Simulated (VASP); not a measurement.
# MoS2 (P6_3/mmc) in VASP: notebook, part 2 of 2

VASP 6.6.1. The steps go on from the part before.

## Step 4: Single point, PBE, collinear spin, ferromagnetic start

INCAR reads:

```
SYSTEM = MoS2
PREC = Accurate ; ENCUT = 520
EDIFF = 1E-7 ; ISMEAR = -1
SIGMA = 0.02 ; LREAL = .False.
LASPH = .True. ; NELM = 150
ALGO = Normal ; ISIF = 2
LWAVE = .False. ; LCHARG = .False.
ISPIN = 2 ; MAGMOM = 0.4 0.4 0 0 0 0
LORBIT = 11 ; LMAXMIX = 4
GGA = PE ; NBANDS = 39
```

KPOINTS reads:

```
Automatic mesh
0
Gamma
  8 8 2
  0 0 0
```

POSCAR reads:

```
MoS2
1.0
    3.1689980500      0.0000000000      0.0000000000
   -1.5844990200      2.7444328200      0.0000000000
    0.0000000000      0.0000000000     12.3240000000
Mo S
2 4
Direct
    0.3333333300      0.6666666700      0.2500000000
    0.6666666700      0.3333333300      0.7500000000
    0.3333333300      0.6666666700      0.6230000000
    0.6666666700      0.3333333300      0.1230000000
    0.3333333300      0.6666666700      0.8770000000
    0.6666666700      0.3333333300      0.3770000000
```

Potentials or basis: VASP PAW PBE potentials, release 64 (Mo_sv, S).

Started as:

```console
$ cat potpaw_PBE.64/Mo_sv/POTCAR potpaw_PBE.64/S/POTCAR > POTCAR
$ mpirun -np 1 vasp_std > vasp.out
```

OUTCAR:

```text
SYSTEM = MoS2
   PREC = Accurate
   ENCUT = 520
   EDIFF = 1E-7
   ISMEAR = -1
   LREAL = .False.
   LASPH = .True.
   NELM = 150
   ISIF = 2
   ISPIN = 2
   LORBIT = 11
   GGA = PE

 ion  position               nearest neighbor table
   1  0.333  0.667  0.250-   4 2.41   6 2.41   4 2.41   6 2.41   4 2.41   6 2.41
   2  0.667  0.333  0.750-   3 2.41   5 2.41   3 2.41   5 2.41   3 2.41   5 2.41
   3  0.333  0.667  0.623-   2 2.41   2 2.41   2 2.41
   4  0.667  0.333  0.123-   1 2.41   1 2.41   1 2.41
   5  0.333  0.667  0.877-   2 2.41   2 2.41   2 2.41
   6  0.667  0.333  0.377-   1 2.41   1 2.41   1 2.41

  LATTYP: Found a hexagonal cell.
 ALAT       =     3.1689980500
 C/A-ratio  =     3.8889263438

  Lattice vectors:

 A1 = (   3.1689980500,   0.0000000000,   0.0000000000)
 A2 = (  -1.5844990200,   2.7444328200,   0.0000000000)
 A3 = (   0.0000000000,   0.0000000000,  12.3240000000)

Analysis of symmetry for initial positions (statically):
=====================================================================
 Subroutine PRICEL returns:
 Original cell was already a primitive cell.

 Routine SETGRP: Setting up the symmetry group for a
 hexagonal supercell.

 Subroutine GETGRP returns: Found 24 space group operations
 (whereof 12 operations were pure point group operations)
 out of a pool of 24 trial point group operations.

The static configuration has the point symmetry D_3d.
 The point group associated with its full space group is D_6h.

Analysis of symmetry for dynamics (positions and initial velocities):
=====================================================================
 Subroutine PRICEL returns:
 Original cell was already a primitive cell.

 Routine SETGRP: Setting up the symmetry group for a
 hexagonal supercell.

 Subroutine GETGRP returns: Found 24 space group operations
 (whereof 12 operations were pure point group operations)
 out of a pool of 24 trial point group operations.

[... 175 lines left out ...]

 spin component 1

 k-point     1 :       0.0000    0.0000    0.0000
  band No.  band energies     occupation
      1     -54.0205      1.00000
      2     -54.0205      1.00000
      3     -28.1694      1.00000
      4     -28.1693      1.00000
      5     -27.9503      1.00000
      6     -27.9503      1.00000
[... 809 lines left out ...]
     37      15.1799      0.00000
     38      15.1799      0.00000
 Fermi energy:         7.9751834727

 spin component 2

 k-point     1 :       0.0000    0.0000    0.0000
  band No.  band energies     occupation
      1     -54.0205      1.00000
      2     -54.0205      1.00000
      3     -28.1694      1.00000
      4     -28.1693      1.00000
      5     -27.9503      1.00000
      6     -27.9503      1.00000
[... 809 lines left out ...]
     37      15.1799      0.00000
     38      15.1799      0.00000
 [bands above 38 left out]

------------------------ aborting loop because EDIFF is reached ----------------------------------------

  FORCE on cell =-STRESS in cart. coord.  units (eV):
  Direction    XX          YY          ZZ          XY          YZ          ZX
  --------------------------------------------------------------------------------------
  -------------------------------------------------------------------------------------
  Total        1.1677076      1.1677077      1.4101536      0.0000000      0.0000000     -0.0000000
  in kB       17.4549433     17.4549433     21.0790351      0.0000000      0.0000000     -0.0000000
  external PRESSURE =      18.6629739 kB  Pullay stress =       0.0000000 kB

 VOLUME and BASIS-vectors are now :
 -----------------------------------------------------------------------------
  energy-cutoff  :      520.00
  volume of cell :      107.18
      direct lattice vectors                 reciprocal lattice vectors
     3.168998050  0.000000000  0.000000000     0.315557152  0.182187006  0.000000000
    -1.584499020  2.744432820  0.000000000     0.000000000  0.364374013  0.000000000
     0.000000000  0.000000000 12.324000000     0.000000000  0.000000000  0.081142486

 POSITION                                       TOTAL-FORCE (eV/Angst)
 -----------------------------------------------------------------------------------
     -0.00000      1.82962      3.08100         0.000000     -0.000000      0.000000
      1.58450      0.91481      9.24300        -0.000000      0.000000      0.000000
     -0.00000      1.82962      7.67785         0.000000     -0.000000      0.077699
      1.58450      0.91481      1.51585         0.000000      0.000000      0.077699
     -0.00000      1.82962     10.80815         0.000000      0.000000     -0.077699
      1.58450      0.91481      4.64615         0.000000     -0.000000     -0.077699
 -----------------------------------------------------------------------------------
    total drift:                               -0.000014      0.000008     -0.000000

  FREE ENERGIE OF THE ION-ELECTRON SYSTEM (eV)
  ---------------------------------------------------
  free  energy   TOTEN  =       -43.6136006192 eV

  energy  without entropy=      -43.6136006192  energy(sigma->0) =      -43.61360062

 total charge

# of ion       s       p       d       tot
------------------------------------------
    1        2.290   6.219   3.944  12.454
    2        2.290   6.219   3.944  12.454
    3        1.365   2.339   0.000   3.703
    4        1.365   2.339   0.000   3.703
    5        1.365   2.339   0.000   3.703
    6        1.365   2.339   0.000   3.703
--------------------------------------------------
tot         10.040  21.793   7.888  39.721

 magnetization (x)

# of ion       s       p       d       tot
------------------------------------------
    1        0.000  -0.000   0.000   0.000
    2        0.000  -0.000   0.000   0.000
    3       -0.000  -0.000   0.000  -0.000
    4       -0.000  -0.000   0.000  -0.000
    5       -0.000  -0.000   0.000  -0.000
    6       -0.000  -0.000   0.000  -0.000
--------------------------------------------------
tot         -0.000  -0.000   0.000  -0.000
```

OSZICAR:

```text
N       E                     dE             d eps       ncg     rms          rms(c)
DAV:   1     0.438730496714E+03    0.43873E+03   -0.28574E+04  3384   0.125E+03
DAV:   2    -0.257005596318E+02   -0.46443E+03   -0.44563E+03  3724   0.340E+02
DAV:   3    -0.461989792343E+02   -0.20498E+02   -0.20165E+02  3848   0.676E+01
DAV:   4    -0.465218344138E+02   -0.32286E+00   -0.32249E+00  3780   0.884E+00
DAV:   5    -0.465275018758E+02   -0.56675E-02   -0.56669E-02  3831   0.117E+00    0.343E+01
DAV:   6    -0.443862891614E+02    0.21412E+01   -0.10802E+01  3424   0.203E+01    0.125E+01
DAV:   7    -0.439851262171E+02    0.40116E+00   -0.46247E+00  3278   0.134E+01    0.842E+00
DAV:   8    -0.436089841985E+02    0.37614E+00   -0.72432E-01  3530   0.565E+00    0.282E+00
DAV:   9    -0.436199827039E+02   -0.10999E-01   -0.93021E-02  3695   0.139E+00    0.127E+00
DAV:  10    -0.436134047000E+02    0.65780E-02   -0.23374E-02  3547   0.964E-01    0.340E-01
DAV:  11    -0.436136957320E+02   -0.29103E-03   -0.15817E-03  3621   0.187E-01    0.141E-01
DAV:  12    -0.436135992036E+02    0.96528E-04   -0.24798E-04  3696   0.838E-02    0.546E-02
DAV:  13    -0.436135885595E+02    0.10644E-04   -0.68104E-05  3735   0.373E-02    0.269E-02
DAV:  14    -0.436135988621E+02   -0.10303E-04   -0.19989E-05  3582   0.206E-02    0.110E-02
DAV:  15    -0.436136003223E+02   -0.14602E-05   -0.77977E-07  3439   0.407E-03    0.471E-03
DAV:  16    -0.436136006497E+02   -0.32740E-06   -0.10916E-06  3220   0.441E-03    0.310E-03
DAV:  17    -0.436136006192E+02    0.30509E-07   -0.20621E-07  3227   0.258E-03
   1 F= -.43613601E+02 E0= -.43613601E+02  d E =-.133770E-11  mag=    -0.0000
```

Wall time 1.8 min (1 thread of AMD EPYC 9R45 (Zen 5), shared host); peak memory 0.29 GiB.

Results:

```
Free energy                                           : -43.6136 eV
Pressure                                              : 1.9 GPa
Largest force                                         : 0.078 eV/Å
Band gap on the k mesh                                : 0.99 eV, indirect (least direct gap 1.94 eV)
Net moment                                            : 0.00 μB per cell
Valence electrons inside the program's atomic spheres : Mo 12.45; S 3.70
```

Forces in eV/Å, atoms in the order of the input:
```
Mo   0.000  0.000  0.000
Mo   0.000  0.000  0.000
S    0.000  0.000  0.078
S    0.000  0.000  0.078
S    0.000  0.000 -0.078
S    0.000  0.000 -0.078
```

Caveat: this functional lacks dispersion, which binds the layers, so the pressure and a relaxed spacing across them are unreliable.

## Step 5: How close it comes

Step 2. Measured gap of MoS2: 1.3 eV (indirect; 300 K; “Multiwavelength excitation Raman Scattering Analysis of bulk and 2 dimensional MoS2: Vibrational properties of atomically thin MoS2 layers”, 2015, arxiv:1506.03228). This calculation gives 0.99 eV (-0.31 eV). Spin-orbit coupling on Mo is left out. The value is that of PBE on a finite k mesh, which can miss the band edges, without temperature or zero-point motion. Semilocal functionals fall short of measured gaps as a rule.

Step 3. Measured gap of MoS2: 1.3 eV (indirect; 300 K; “Multiwavelength excitation Raman Scattering Analysis of bulk and 2 dimensional MoS2: Vibrational properties of atomically thin MoS2 layers”, 2015, arxiv:1506.03228). This calculation gives 0.99 eV (-0.31 eV). Spin-orbit coupling on Mo is left out. The value is that of PBE on a finite k mesh, which can miss the band edges, without temperature or zero-point motion. Semilocal functionals fall short of measured gaps as a rule.

Step 4. Against the measured gap of MoS2, 1.3 eV (indirect; 300 K; “Multiwavelength excitation Raman Scattering Analysis of bulk and 2 dimensional MoS2: Vibrational properties of atomically thin MoS2 layers”, 2015, arxiv:1506.03228), the calculated 0.99 eV is off by -0.31 eV. Spin-orbit coupling on Mo is left out. The value is that of PBE on a finite k mesh, which can miss the band edges, without temperature or zero-point motion. Semilocal functionals fall short of measured gaps as a rule.
